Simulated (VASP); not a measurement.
# HOs2 (R-3m) in VASP: notebook

HOs2 is run at these levels: PBE; tasks: single point, relaxation of cell and atoms.

All numbers are computed with VASP 6.6.1; they aren't measurements. Logs are shortened: lines on timing, memory, paths and dates and some standing lists are left out, and cuts for length are marked.

## Step 1: The cell of the first run

Symmetry: R-3m, No. 166, trigonal system. Conventional cell: a = 2.787 Å, b = 2.787 Å, c = 13.816 Å, α = 90.00°, β = 90.00°, γ = 120.00°. Within 2.7 Å of H (site symmetry -3m) lie 6 Os at 2.03 Å. Within 2.7 Å of Os (site symmetry 3m) lie 3 H at 2.03 Å and 3 Os at 2.67 Å.

## Step 2: Single point, PBE

The input, INCAR:

```
SYSTEM = HOs2
PREC = Accurate
ENCUT = 520
EDIFF = 1E-7
ISMEAR = 0
SIGMA = 0.1
LREAL = .False.
LASPH = .True.
NELM = 60
ALGO = Normal
ISIF = 2
LWAVE = .False.
LCHARG = .True.
GGA = PE
LELF = .True.
LVHAR = .True.
NBANDS = 16
```

The input, KPOINTS:

```
regular mesh
0
Gamma
  6 6 6
  0 0 0
```

The input, POSCAR:

```
HOs2
1.0
    1.3932737616      0.8044069813      4.6054161264
   -1.3932737616      0.8044069813      4.6054161264
    0.0000000000     -1.6088139627      4.6054161264
H Os
1 2
Direct
    0.0000000000      0.0000000000      0.0000000000
    0.7561210650      0.7561210650      0.7561210650
    0.2438789350      0.2438789350      0.2438789350
```

Potentials or basis: VASP PAW PBE potentials, release 64 (H, Os).

Command:

```bash
$ cat potpaw_PBE.64/H/POTCAR potpaw_PBE.64/Os/POTCAR > POTCAR
$ mpirun -np 1 vasp_std > vasp.out
```

OUTCAR:

```text
SYSTEM = HOs2
   PREC = Accurate
   ENCUT = 520
   EDIFF = 1E-7
   ISMEAR = 0
   LREAL = .False.
   LASPH = .True.
   NELM = 60
   ISIF = 2
   GGA = PE

 ion  position               nearest neighbor table
   1  0.000  0.000  0.000-   2 2.03   2 2.03   3 2.03   3 2.03   2 2.03   3 2.03
   2  0.756  0.756  0.756-   1 2.03   1 2.03   1 2.03   3 2.67   3 2.67   3 2.67   3 2.95   3 2.95
                             3 2.95
   3  0.244  0.244  0.244-   1 2.03   1 2.03   1 2.03   2 2.67   2 2.67   2 2.67   2 2.95   2 2.95
                             2 2.95

  LATTYP: Found a trigonal (rhomboedric) cell.
 ALAT       =     4.8783337384
 COS(alpha) =     0.8368602110

  Lattice vectors:

 A1 = (   1.3932737616,   0.8044069813,   4.6054161264)
 A2 = (  -1.3932737616,   0.8044069813,   4.6054161264)
 A3 = (   0.0000000000,  -1.6088139627,   4.6054161264)

Analysis of symmetry for initial positions (statically):
=====================================================================
 Subroutine PRICEL returns:
 Original cell was already a primitive cell.

 Routine SETGRP: Setting up the symmetry group for a
 trigonal (rhombohedral) supercell.

 Subroutine GETGRP returns: Found 12 space group operations
 (whereof 12 operations were pure point group operations)
 out of a pool of 12 trial point group operations.

The static configuration has the point symmetry D_3d.

Analysis of symmetry for dynamics (positions and initial velocities):
=====================================================================
 Subroutine PRICEL returns:
 Original cell was already a primitive cell.

 Routine SETGRP: Setting up the symmetry group for a
 trigonal (rhombohedral) supercell.

 Subroutine GETGRP returns: Found 12 space group operations
 (whereof 12 operations were pure point group operations)
 out of a pool of 12 trial point group operations.

The dynamic configuration has the point symmetry D_3d.

 Subroutine INISYM returns: Found 12 space group operations
 (whereof 12 operations are pure point group operations),
 and found     1 'primitive' translations

----------------------------------------------------------------------------------------

                                     Primitive cell

  volume of cell :      30.9694

  direct lattice vectors                    reciprocal lattice vectors
     1.393273762  0.804406981  4.605416126     0.358867018  0.207191969  0.072378548
    -1.393273762  0.804406981  4.605416126    -0.358867018  0.207191969  0.072378548
     0.000000000 -1.608813963  4.605416126     0.000000000 -0.414383939  0.072378548

  length of vectors
     4.878333738  4.878333738  4.878333738     0.420657465  0.420657465  0.420657465

  position of ions in fractional coordinates (direct lattice)
     0.000000000  0.000000000  0.000000000
     0.756121065  0.756121065  0.756121065
     0.243878935  0.243878935  0.243878935

  ion indices of the primitive-cell ions
   primitive index   ion index
                 1           1
                 2           2
                 3           3

----------------------------------------------------------------------------------------

 KPOINTS: regular mesh

Automatic generation of k-mesh.
 Grid dimensions read from file:
 generate k-points for:    6    6    6

 Generating k-lattice:

  Cartesian coordinates                     Fractional coordinates (reciprocal lattice)
     0.059811170  0.034531995  0.012063091     0.166666667 -0.000000000 -0.000000000
    -0.059811170  0.034531995  0.012063091    -0.000000000  0.166666667 -0.000000000
     0.000000000 -0.069063990  0.012063091     0.000000000  0.000000000  0.166666667

  Length of vectors
     0.070109578  0.070109578  0.070109578

  Shift w.r.t. Gamma in fractional coordinates (k-lattice)
     0.000000000  0.000000000  0.000000000

 Subroutine IBZKPT returns following result:
 ===========================================

 Found     32 irreducible k-points:

 Following reciprocal coordinates:
            Coordinates               Weight
  0.000000  0.000000  0.000000      1.000000
  0.166667 -0.000000 -0.000000      6.000000
  0.333333 -0.000000 -0.000000      6.000000
  0.500000 -0.000000  0.000000      3.000000
  0.166667  0.166667 -0.000000      6.000000
  0.333333  0.166667  0.000000     12.000000
[... 16 lines left out ...]
  0.500000  0.500000  0.166667      6.000000
 -0.333333  0.500000  0.166667     12.000000
 [... further k-points ...]
   k-points           NKPTS =     32   k-points in BZ     NKDIM =     32   number of bands    NBANDS=     16
   number of dos      NEDOS =    301   number of ions     NIONS =      3
   total plane-waves  NPLWV =  46656
   dimension x,y,z NGX =    36 NGY =   36 NGZ =   36
   dimension x,y,z NGXF=    72 NGYF=   72 NGZF=   72
   ions per type =               1   2
   NGX,Y,Z   is equivalent  to a cutoff of  12.27, 12.27, 12.27 a.u.
   NGXF,Y,Z  is equivalent  to a cutoff of  24.54, 24.54, 24.54 a.u.
 SYSTEM =  HOs2
   PREC   = accura    normal or accurate (medium, high low for compatibility)
   ISTART =      0    job   : 0-new  1-cont  2-samecut
   ICHARG =      2    charge: 1-file 2-atom 10-const
   ISPIN  =      1    spin polarized calculation?
   LNONCOLLINEAR =      F non collinear calculations
   LSORBIT =      F    spin-orbit coupling
   LASPH  =      T    aspherical Exc in radial PAW
   ENCUT  =  520.0 eV  38.22 Ry    6.18 a.u.   9.07  9.07  9.07*2*pi/ulx,y,z
   NELM   =     60;   NELMIN=  2; NELMDL= -5     # of ELM steps
   EDIFF  = 0.1E-06   stopping-criterion for ELM
   LREAL  =      F    real-space projection
   EDIFFG = 0.1E-05   stopping-criterion for IOM
   NSW    =      0    number of steps for IOM
   IBRION =     -1    ionic relax: 0-MD 1-quasi-New 2-CG
   NFREE  =      0    steps in history (QN), initial steepest desc. (CG)
   ISIF   =      2    stress and relaxation
   ISYM   =      2    0-nonsym 1-usesym 2-fastsym
   POTIM  = 0.5000    time-step for ionic-motion
   TEBEG  =    0.0;   TEEND  =   0.0 temperature during run
   PSTRESS=    0.0 pullay stress
   NELECT =      17.0000    total number of electrons
   NUPDOWN=      -1.0000    fix difference up-down
   EMIN   =  10.00;   EMAX   =-10.00  energy-range for DOS
   EFERMI =   0.00;   METHOD = LEGACY
   ISMEAR =     0;   SIGMA  =   0.10  broadening in eV -4-tet -1-fermi 0-gaus
   EFERMI_NEDOS =   21; number of points for ismear=-14 and -15
   IALGO  =     38    algorithm
   IMIX   =      4    mixing-type and parameters
     AMIX     =   0.40;   BMIX     =  1.00
     AMIX_MAG =   1.60;   BMIX_MAG =  1.00
  volume/ion in A,a.u.               =      10.32        69.66
  Fermi-wavevector in a.u.,A,eV,Ry     =   1.340439  2.533062 24.446625  1.796776
  Thomas-Fermi vector in A             =   2.468752
   LORBIT       =      0    0 simple, 1 ext, 2 COOP (PROOUT), +10 PAW based schemes
   GGA     = PE    functional components
   LHFCALC =     F    Hartree Fock is set to
   AEXX    =    0.0000 exact exchange contribution
   IVDW    =     0    specifies the selected vdW correction
   LEPSILON=     F    determine dielectric tensor
   LRPA    =     F    only Hartree local field effects (RPA)
 non-spin polarized calculation
 Gauss-broadening in eV      SIGMA  =   0.10
  energy-cutoff  :      520.00
  volume of cell :       30.97
 maximum number of plane-waves:       845
   NGX = 19   NGY = 19   NGZ = 19

 number of electron      17.0000001 magnetization

 Free energy of the ion-electron system (eV)
  ---------------------------------------------------
  ext. energy  EPLUGINS =         0.00000000
  ---------------------------------------------------
  free energy    TOTEN  =       -24.81388527 eV

  energy without entropy =      -24.79840961  energy(sigma->0) =      -24.80614744

 E-fermi :   8.9686     XC(G=0): -13.7608

 val. band max:        8.9650470748   @ k =  -0.3333   0.3333   0.3333
 cond. band min:       8.9694131022   @ k =  -0.3333   0.1667   0.1667
 fundamental gap:      0.0043660274
 Fermi energy:         8.9686026022

 k-point     1 :       0.0000    0.0000    0.0000
  band No.  band energies     occupation
      1      -3.3977      2.00000
      2       1.3511      2.00000
      3       4.9931      2.00000
      4       5.6051      2.00000
      5       5.6051      2.00000
      6       5.8793      2.00000
[... 8 lines left out ...]
     15      22.8406      0.00000
     16      26.2010      0.00000

 k-point     2 :       0.1667   -0.0000   -0.0000
  band No.  band energies     occupation
      1      -2.5142      2.00000
      2       2.2805      2.00000
      3       3.7093      2.00000
      4       5.1865      2.00000
      5       5.8019      2.00000
      6       6.3555      2.00000
[... 8 lines left out ...]
     15      23.9531      0.00000
     16      24.4053      0.00000

 k-point     3 :       0.3333   -0.0000   -0.0000
  band No.  band energies     occupation
      1      -0.7254      2.00000
      2       2.6262      2.00000
      3       3.4961      2.00000
      4       4.2031      2.00000
      5       5.3897      2.00000
      6       5.8945      2.00000
[... 8 lines left out ...]
     15      20.7489      0.00000
     16      24.3546      0.00000

 k-point     4 :       0.5000   -0.0000    0.0000
  band No.  band energies     occupation
      1       0.0346      2.00000
      2       2.4490      2.00000
      3       3.2139      2.00000
      4       3.7979      2.00000
      5       5.4016      2.00000
      6       6.1384      2.00000
[... 8 lines left out ...]
     15      18.5240      0.00000
     16      24.0926      0.00000

 k-point     5 :       0.1667    0.1667   -0.0000
  band No.  band energies     occupation
      1      -2.4510      2.00000
      2       2.0900      2.00000
      3       3.7250      2.00000
      4       5.2857      2.00000
      5       5.6722      2.00000
      6       6.2533      2.00000
[... 8 lines left out ...]
     15      23.8697      0.00000
     16      24.4003      0.00000

 k-point     6 :       0.3333    0.1667    0.0000
  band No.  band energies     occupation
      1      -1.0980      2.00000
      2       2.6749      2.00000
      3       3.8157      2.00000
      4       4.5698      2.00000
      5       4.7598      2.00000
      6       5.7671      2.00000
[... 8 lines left out ...]
     15      21.3519      0.00000
     16      23.9154      0.00000

 k-point     7 :       0.5000    0.1667    0.0000
  band No.  band energies     occupation
      1       0.0624      2.00000
      2       3.3244      2.00000
      3       3.6740      2.00000
      4       3.8668      2.00000
      5       4.6162      2.00000
      6       5.3722      2.00000
[... 8 lines left out ...]
     15      20.0927      0.00000
     16      21.7217      0.00000

 k-point     8 :      -0.3333    0.1667   -0.0000
  band No.  band energies     occupation
      1       0.0404      2.00000
      2       2.9730      2.00000
      3       3.9005      2.00000
      4       4.1584      2.00000
      5       4.7000      2.00000
      6       5.4907      2.00000
[... 8 lines left out ...]
     15      18.8232      0.00000
     16      20.3951      0.00000

 k-point     9 :      -0.1667    0.1667    0.0000
  band No.  band energies     occupation
      1      -1.1844      2.00000
      2       2.7935      2.00000
      3       3.6342      2.00000
      4       4.7182      2.00000
      5       5.0925      2.00000
      6       5.8107      2.00000
[... 8 lines left out ...]
     15      21.5624      0.00000
     16      23.7812      0.00000
[... 172 lines left out ...]
 k-point    19 :       0.3333    0.3333    0.1667
  band No.  band energies     occupation
      1      -2.0296      2.00000
      2       1.6254      2.00000
      3       3.8445      2.00000
      4       5.0752      2.00000
      5       5.3790      2.00000
      6       6.2290      2.00000
[... 8 lines left out ...]
     15      24.3112      0.00000
     16      25.1703      0.00000

 k-point    20 :       0.5000    0.3333    0.1667
  band No.  band energies     occupation
      1      -0.9038      2.00000
      2       2.4829      2.00000
      3       3.7645      2.00000
      4       4.3154      2.00000
      5       4.6993      2.00000
      6       5.6292      2.00000
[... 8 lines left out ...]
     15      21.8734      0.00000
     16      23.7375      0.00000

 k-point    21 :      -0.3333    0.3333    0.1667
  band No.  band energies     occupation
      1      -0.0826      2.00000
      2       2.8166      2.00000
      3       3.3168      2.00000
      4       3.6543      2.00000
      5       5.5373      2.00000
      6       6.0078      2.00000
[... 8 lines left out ...]
     15      19.5406      0.00000
     16      22.0748      0.00000

 k-point    22 :      -0.1667    0.3333    0.1667
  band No.  band energies     occupation
      1      -0.1162      2.00000
      2       2.4425      2.00000
      3       3.4568      2.00000
      4       4.3508      2.00000
      5       5.3261      2.00000
      6       6.2258      2.00000
[... 8 lines left out ...]
     15      18.3357      0.00000
     16      19.4099      0.00000

 k-point    23 :       0.5000    0.5000    0.1667
  band No.  band energies     occupation
      1      -0.7740      2.00000
      2       1.7139      2.00000
      3       2.9474      2.00000
      4       4.9066      2.00000
      5       5.6464      2.00000
      6       6.0264      2.00000
[... 8 lines left out ...]
     15      21.3739      0.00000
     16      21.7976      0.00000

 k-point    24 :      -0.3333    0.5000    0.1667
  band No.  band energies     occupation
      1      -0.2279      2.00000
      2       2.2998      2.00000
      3       3.0282      2.00000
      4       4.0429      2.00000
      5       5.8276      2.00000
      6       6.4208      2.00000
[... 8 lines left out ...]
     15      18.8595      0.00000
     16      22.1592      0.00000

 [... further k-points ...]
[... 5 lines left out ...]
  --------------------------------------------------------------------------------------
  -------------------------------------------------------------------------------------
  Total        0.0768407      0.0768407      0.0404027      0.0000000     -0.0000000      0.0000000
  in kB        3.9752953      3.9752953      2.0902037      0.0000000     -0.0000000      0.0000000
  external PRESSURE =       3.3469315 kB  Pullay stress =       0.0000000 kB

 VOLUME and BASIS-vectors are now :
 -----------------------------------------------------------------------------
  energy-cutoff  :      520.00
  volume of cell :       30.97
      direct lattice vectors                 reciprocal lattice vectors
     1.393273762  0.804406981  4.605416126     0.358867018  0.207191969  0.072378548
    -1.393273762  0.804406981  4.605416126    -0.358867018  0.207191969  0.072378548
     0.000000000 -1.608813963  4.605416126     0.000000000 -0.414383939  0.072378548

 POSITION                                       TOTAL-FORCE (eV/Angst)
 -----------------------------------------------------------------------------------
      0.00000      0.00000      0.00000         0.000000      0.000000      0.000000
      0.00000     -0.00000     10.44676         0.000000     -0.000000      0.055627
      0.00000     -0.00000      3.36949         0.000000      0.000000     -0.055627
 -----------------------------------------------------------------------------------
    total drift:                                0.000000      0.000000     -0.000000

  FREE ENERGIE OF THE ION-ELECTRON SYSTEM (eV)
  ---------------------------------------------------
  free  energy   TOTEN  =       -24.8138852662 eV

  energy  without entropy=      -24.7984096103  energy(sigma->0) =      -24.80614744
```

Wall time 75 s (1 thread of AMD EPYC 7R13 (Zen 3), shared host); peak memory 0.17 GiB.

Results:

- Free energy: -24.8139 eV
- Pressure: 0.3 GPa
- Largest force: 0.056 eV/Å

Forces in eV/Å, atoms in the order of the input:
```
H    0.000  0.000  0.000
Os   0.000  0.000  0.056
Os   0.000  0.000 -0.056
```

Stress tensor (GPa, compression positive):
```
0.40 0.00 0.00
0.00 0.40 0.00
0.00 0.00 0.21
```

Levels at points of the mesh, in eV from the Fermi level:
| k point | band 7 | band 8 | band 9 | band 10 | band 11 | band 12 |
| --- | --- | --- | --- | --- | --- | --- |
| (0.00, 0.00, 0.00) | -3.09 | -2.59 | -0.45 | -0.45 | 1.69 | 1.69 |
| (0.50, 0.00, 0.00) | -1.81 | -0.92 | 1.83 | 2.02 | 3.50 | 3.66 |
| (0.50, 0.50, 0.00) | 0.91 | 1.58 | 1.71 | 1.84 | 2.24 | 2.37 |
| (0.50, 0.50, 0.50) | -2.72 | -2.72 | -0.64 | -0.64 | 0.18 | 0.18 |

Caveat: the k points lie up to 0.44 Å⁻¹ apart; spin-orbit coupling is left out, which moves the levels of the heavy elements.

(Part 1 of 2 ends here.)
